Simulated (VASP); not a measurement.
# Si2W (I4/mmm) in VASP: notebook

Runs on Si2W. Level: LDA. Tasks: single point.

All numbers are computed with VASP 6.6.1; they aren't measurements. Logs are shortened: lines on timing, memory, paths and dates and some standing lists are left out, and cuts for length are marked.

### Step 1. The cell of the first run

Symmetry: I4/mmm, No. 139, tetragonal system. The conventional cell has a = 3.180 Å, b = 3.180 Å, c = 7.880 Å, α = 90.00°, β = 90.00°, γ = 90.00°. Within 3.4 Å of Si (site symmetry 4mm) lie 9 Si at 2.60 to 3.18 Å and 5 W at 2.61 to 2.62 Å. Within 3.4 Å of W (site symmetry 4/mmm) lie 10 Si at 2.61 to 2.62 Å and 4 W at 3.18 Å.

### Step 2. Single point, LDA (equal xx and yy strain of -1 %)

INCAR

```
SYSTEM = Si2W
PREC = Accurate
ENCUT = 520
EDIFF = 1E-6
ISMEAR = -1
SIGMA = 0.05
LREAL = .False.
LASPH = .True.
NELM = 80
ALGO = Normal
ISIF = 2
LWAVE = .False.
LCHARG = .True.
LELF = .True.
LVHAR = .True.
ISYM = 0
NBANDS = 18
```

KPOINTS

```
Automatic mesh
0
Gamma
  11 11 14
  0 0 0
```

POSCAR

```
Si2W
1.0
   -1.5899400000      1.5899400000      3.9400000000
    1.5899400000     -1.5899400000      3.9400000000
    1.5899400000      1.5899400000     -3.9400000000
Si W
2 1
Direct
    0.3330000000      0.3330000000      0.0000000000
    0.6670000000      0.6670000000      0.0000000000
    0.0000000000      0.0000000000      0.0000000000
```

Potentials or basis: VASP PAW LDA potentials, release 64 (Si, W_sv).

The run is started by

```
cat potpaw_LDA.64/Si/POTCAR potpaw_LDA.64/W_sv/POTCAR > POTCAR
mpirun -np 1 vasp_std > vasp.out
```

OUTCAR:

```text
SYSTEM = Si2W
   PREC = Accurate
   ENCUT = 520
   EDIFF = 1E-6
   ISMEAR = -1
   LREAL = .False.
   LASPH = .True.
   NELM = 80
   ISIF = 2
   ISYM = 0

 ion  position               nearest neighbor table
   1  0.333  0.333  0.000-   2 2.60   2 2.60   2 2.60   2 2.60   3 2.61   3 2.61   3 2.61   3 2.61
                             3 2.62   2 2.63
   2  0.667  0.667  0.000-   1 2.60   1 2.60   1 2.60   1 2.60   3 2.61   3 2.61   3 2.61   3 2.61
                             3 2.62   1 2.63
   3  0.000  0.000  0.000-   2 2.61   2 2.61   2 2.61   1 2.61   2 2.61   1 2.61   1 2.61   1 2.61
                             1 2.62   2 2.62

IMPORTANT INFORMATION: All symmetrisations will be switched off!
NOSYMM: (Re-)initialisation of all symmetry stuff for point group C_1.

----------------------------------------------------------------------------------------

                                     Primitive cell

  volume of cell :      39.8398

  direct lattice vectors                    reciprocal lattice vectors
    -1.589940000  1.589940000  3.940000000     0.000000000  0.314477276  0.126903553
     1.589940000 -1.589940000  3.940000000     0.314477276  0.000000000  0.126903553
     1.589940000  1.589940000 -3.940000000     0.314477276  0.314477276  0.000000000

  length of vectors
     4.536454387  4.536454387  4.536454387     0.339117190  0.339117190  0.444738029

  position of ions in fractional coordinates (direct lattice)
     0.333000000  0.333000000  0.000000000
     0.667000000  0.667000000  0.000000000
     0.000000000  0.000000000  0.000000000

  ion indices of the primitive-cell ions
   primitive index   ion index
                 1           1
                 2           2
                 3           3

----------------------------------------------------------------------------------------

 KPOINTS: Automatic mesh

Automatic generation of k-mesh.
 Grid dimensions read from file:
 generate k-points for:   11   11   14

 Generating k-lattice:

  Cartesian coordinates                     Fractional coordinates (reciprocal lattice)
     0.000000000  0.028588843  0.011536687     0.090909091  0.000000000 -0.000000000
     0.028588843  0.000000000  0.011536687     0.000000000  0.090909091 -0.000000000
     0.022462663  0.022462663  0.000000000     0.000000000  0.000000000  0.071428571

  Length of vectors
     0.030828835  0.030828835  0.031767002

  Shift w.r.t. Gamma in fractional coordinates (k-lattice)
     0.000000000  0.000000000  0.000000000

[... 67 lines left out ...]
   LNONCOLLINEAR =      F non collinear calculations
   LSORBIT =      F    spin-orbit coupling
   LASPH  =      T    aspherical Exc in radial PAW
   ENCUT  =  520.0 eV  38.22 Ry    6.18 a.u.   8.43  8.43  8.43*2*pi/ulx,y,z
   NELM   =     80;   NELMIN=  2; NELMDL= -5     # of ELM steps
   EDIFF  = 0.1E-05   stopping-criterion for ELM
   LREAL  =      F    real-space projection
   EDIFFG = 0.1E-04   stopping-criterion for IOM
   NSW    =      0    number of steps for IOM
   IBRION =     -1    ionic relax: 0-MD 1-quasi-New 2-CG
   NFREE  =      0    steps in history (QN), initial steepest desc. (CG)
   ISIF   =      2    stress and relaxation
   ISYM   =      0    0-nonsym 1-usesym 2-fastsym
   POTIM  = 0.5000    time-step for ionic-motion
   TEBEG  =    0.0;   TEEND  =   0.0 temperature during run
   PSTRESS=    0.0 pullay stress
   NELECT =      22.0000    total number of electrons
   NUPDOWN=      -1.0000    fix difference up-down
   EMIN   =  10.00;   EMAX   =-10.00  energy-range for DOS
   EFERMI =   0.00;   METHOD = LEGACY
   ISMEAR =    -1;   SIGMA  =   0.05  broadening in eV -4-tet -1-fermi 0-gaus
   EFERMI_NEDOS =   21; number of points for ismear=-14 and -15
   IALGO  =     38    algorithm
   IMIX   =      4    mixing-type and parameters
     AMIX     =   0.40;   BMIX     =  1.00
     AMIX_MAG =   1.60;   BMIX_MAG =  1.00
  volume/ion in A,a.u.               =      13.28        89.62
  Fermi-wavevector in a.u.,A,eV,Ry     =   1.343105  2.538100 24.543956  1.803930
  Thomas-Fermi vector in A             =   2.471205
   LORBIT       =      0    0 simple, 1 ext, 2 COOP (PROOUT), +10 PAW based schemes
   GGA     = CA    functional components
   LHFCALC =     F    Hartree Fock is set to
   AEXX    =    0.0000 exact exchange contribution
   IVDW    =     0    specifies the selected vdW correction
   LEPSILON=     F    determine dielectric tensor
   LRPA    =     F    only Hartree local field effects (RPA)
 non-spin polarized calculation
  energy-cutoff  :      520.00
  volume of cell :       39.84
 maximum number of plane-waves:      1091
 NGX is ok and might be reduce to    36
   NGX = 17   NGY = 17   NGZ = 17

 number of electron      21.9999999 magnetization

 Free energy of the ion-electron system (eV)
  ---------------------------------------------------
  ext. energy  EPLUGINS =         0.00000000
  ---------------------------------------------------
  free energy    TOTEN  =       -27.34310511 eV

  energy without entropy =      -27.34089853  energy(sigma->0) =      -27.34200182

 E-fermi :  12.1460     XC(G=0): -12.7201

 val. band max:       12.1351534665   @ k =  -0.3636   0.4545   0.3571
 cond. band min:      12.1737365839   @ k =  -0.1818  -0.2727   0.2857
 fundamental gap:      0.0385831174
 Fermi energy:        12.1460200636

 k-point     1 :       0.0000    0.0000    0.0000
  band No.  band energies     occupation
      1     -61.2651      2.00000
      2     -25.8246      2.00000
      3     -25.7492      2.00000
      4     -25.7489      2.00000
      5      -2.0314      2.00000
      6       5.1981      2.00000
[... 481 lines left out ...]
      5       1.6168      2.00000
      6       3.3329      2.00000
[... 10 lines left out ...]
     17      19.3682      0.00000
     18      20.6495      0.00000

 [... further k-points ...]
[... 5 lines left out ...]
  --------------------------------------------------------------------------------------
  -------------------------------------------------------------------------------------
  Total        0.0013354      0.0013355     -1.6834248      0.0079702     -0.0007519     -0.0007529
  in kB        0.0537018      0.0537097    -67.6996796      0.3205245     -0.0302369     -0.0302776
  external PRESSURE =     -22.5307560 kB  Pullay stress =       0.0000000 kB

 VOLUME and BASIS-vectors are now :
 -----------------------------------------------------------------------------
  energy-cutoff  :      520.00
  volume of cell :       39.84
      direct lattice vectors                 reciprocal lattice vectors
    -1.589940000  1.589940000  3.940000000     0.000000000  0.314477276  0.126903553
     1.589940000 -1.589940000  3.940000000     0.314477276  0.000000000  0.126903553
     1.589940000  1.589940000 -3.940000000     0.314477276  0.314477276  0.000000000

 POSITION                                       TOTAL-FORCE (eV/Angst)
 -----------------------------------------------------------------------------------
      0.00000      0.00000      2.62404        -0.000278     -0.000278      0.274389
      0.00000      0.00000      5.25596         0.000278      0.000278     -0.274390
      0.00000      0.00000      0.00000         0.000000      0.000000      0.000000
 -----------------------------------------------------------------------------------
    total drift:                                0.000000      0.000000      0.000000

  FREE ENERGIE OF THE ION-ELECTRON SYSTEM (eV)
  ---------------------------------------------------
  free  energy   TOTEN  =       -27.3431051052 eV

  energy  without entropy=      -27.3408985264  energy(sigma->0) =      -27.34200182
```

Wall time 4.4 min (1 thread of Intel Xeon 6975P-C (Granite Rapids), shared host); peak memory 0.63 GiB.

Results:

```
Free energy            : -27.3431 eV
Pressure               : -2.3 GPa
Largest force          : 0.274 eV/Å
Band gap on the k mesh : zero (band 11 reaches 12.90 eV, above the bottom of band 12 at 11.55 eV)
```

Forces in eV/Å, atoms in the order of the input:
```
Si   0.000  0.000  0.274
Si   0.000  0.000 -0.274
W    0.000  0.000  0.000
```

Caveat: the cell differs from its parent crystal (equal xx and yy strain of -1 %); spin-orbit coupling is left out, which moves the levels of the heavy elements.

### Step 3. Single point, LDA (equal xx and yy strain of -2 %)

INCAR

```
SYSTEM = Si2W
PREC     = Accurate       ! precision mode
ENCUT    = 520            ! plane-wave cutoff, eV
EDIFF    = 1E-6           ! SCF threshold, eV
ISMEAR   = -1             ! smearing method
SIGMA    = 0.05           ! smearing width, eV
LREAL    = .False.        ! projectors in reciprocal space
LASPH    = .True.         ! aspherical terms in the spheres
NELM     = 100            ! most SCF steps
ALGO     = Normal         ! electronic algorithm
ISIF     = 2              ! what is computed and relaxed
LWAVE    = .False.        ! write WAVECAR
LCHARG   = .True.         ! write CHGCAR
GGA      = CA             ! functional
LELF     = .True.         ! ELF
LVHAR    = .True.       
ISYM     = 0            
NBANDS   = 18             ! bands
```

KPOINTS is that of step 2.

POSCAR

```
Si2W
1.0
   -1.5738800000      1.5738800000      3.9400000000
    1.5738800000     -1.5738800000      3.9400000000
    1.5738800000      1.5738800000     -3.9400000000
Si W
2 1
Direct
    0.3330000000      0.3330000000      0.0000000000
    0.6670000000      0.6670000000      0.0000000000
    0.0000000000      0.0000000000      0.0000000000
```

Potentials or basis: VASP PAW LDA potentials, release 64 (Si, W_sv).

The run is started by

```
cat potpaw_LDA.64/Si/POTCAR potpaw_LDA.64/W_sv/POTCAR > POTCAR
mpirun -np 1 vasp_std > vasp.out
```

It took 4.7 min on 1 thread of Intel Xeon 6975P-C (Granite Rapids), shared host; peak memory 0.63 GiB.

Results (log left out):

```
Free energy            : -27.3276 eV
Pressure               : 2.6 GPa
Largest force          : 0.225 eV/Å
Band gap on the k mesh : zero (band 11 reaches 13.29 eV, above the bottom of band 12 at 11.83 eV)
```

Forces in eV/Å, atoms in the order of the input:
```
Si   0.000  0.000  0.225
Si   0.000  0.000 -0.225
W    0.000  0.000  0.000
```

Stress tensor (GPa, compression positive):
```
 6.13  0.01 -0.01
 0.01  6.13 -0.01
-0.01 -0.01 -4.60
```

Levels at points of the mesh, in eV from the Fermi level:
```tsv
k point	band 7	band 8	band 9	band 10	band 11	band 12	band 13	band 14	band 15	band 16
(0.00, 0.00, 0.00)	-4.06	-3.57	-2.88	-2.88	0.78	2.80	3.01	3.45	3.45	4.54
(0.00, 0.00, 0.50)	-6.14	-5.55	-5.17	-3.60	-1.61	2.57	3.19	3.27	3.60	4.37
```

Caveat: the cell differs from its parent crystal (equal xx and yy strain of -2 %); spin-orbit coupling is left out, which moves the levels of the heavy elements.

### Step 4. Single point, LDA (zz strain of +1 %)

INCAR

```
PREC = Accurate
ENCUT = 520
EDIFF = 1E-7
ISMEAR = -1
SIGMA = 0.05
LREAL = False
LASPH = True
NELM = 100
ALGO = Normal
ISIF = 2
LWAVE = False
LCHARG = False
GGA = CA
ISYM = 0
NBANDS = 18
```

KPOINTS

```
regular mesh
0
Gamma
  11 11 14
```

POSCAR

```
Si2W
1.0
   -1.6060000000      1.6060000000      3.9794000000
    1.6060000000     -1.6060000000      3.9794000000
    1.6060000000      1.6060000000     -3.9794000000
Si W
2 1
Direct
    0.3330000000      0.3330000000      0.0000000000
    0.6670000000      0.6670000000      0.0000000000
    0.0000000000      0.0000000000      0.0000000000
```

The run is started by

```
cat potpaw_LDA.64/Si/POTCAR potpaw_LDA.64/W_sv/POTCAR > POTCAR
mpirun -np 1 vasp_std > vasp.out
```

It took 5 min on 1 thread of Intel Xeon 6975P-C (Granite Rapids), shared host; peak memory 0.65 GiB.

The run converged. Its results:

| Quantity | Value |
| --- | --- |
| Free energy | -27.3014 eV |
| Pressure | -8.7 GPa |
| Largest force | 0.338 eV/Å |
| Band gap on the k mesh | zero (band 11 reaches 12.43 eV, above the bottom of band 12 at 11.13 eV) |

Forces on the atoms (eV/Å):
```
Si   0.000  0.000  0.338
Si   0.000  0.000 -0.338
W    0.000  0.000  0.000
```

Stress tensor (GPa, compression positive):
```
 -6.38   0.04  -0.01
  0.04  -6.38  -0.01
 -0.01  -0.01 -13.45
```

Levels at points of the mesh, in eV from the Fermi level:
```tsv
k point	band 8	band 9	band 10	band 11	band 12	band 13	band 14	band 15
(0.00, 0.00, 0.00)	-3.28	-2.77	-2.77	0.69	2.65	3.00	3.25	3.25
(0.00, 0.00, 0.50)	-5.55	-4.96	-3.30	-1.59	2.50	2.91	3.02	3.58
```

Caveat: the cell differs from its parent crystal (zz strain of +1 %); spin-orbit coupling is left out, which moves the levels of the heavy elements.

### Step 5. The runs side by side

| cell | gap on the mesh (eV) | pressure (GPa) | largest force (eV/Å) |
| --- | --- | --- | --- |
| a = 4.536 Å, angles 139.0, 139.0, 59.4°, 3 atoms | none | -2.3 | 0.27 |
| a = 4.525 Å, angles 139.3, 139.3, 58.9°, 3 atoms | none | 2.6 | 0.23 |
| a = 4.582 Å, angles 139.0, 139.0, 59.4°, 3 atoms | none | -8.7 | 0.34 |

Alike in all rows: task single point; level LDA; potentials or basis VASP PAW LDA potentials, release 64 (Si, W_sv); no spin polarisation; k mesh 11 × 11 × 14; cutoff (eV) 520; smearing fermi-dirac 0.05 eV.

Caveats: spin-orbit coupling is left out, which moves the levels of the heavy elements.

Total energies depend on the potentials used, so only differences within one code and one set of settings carry meaning.
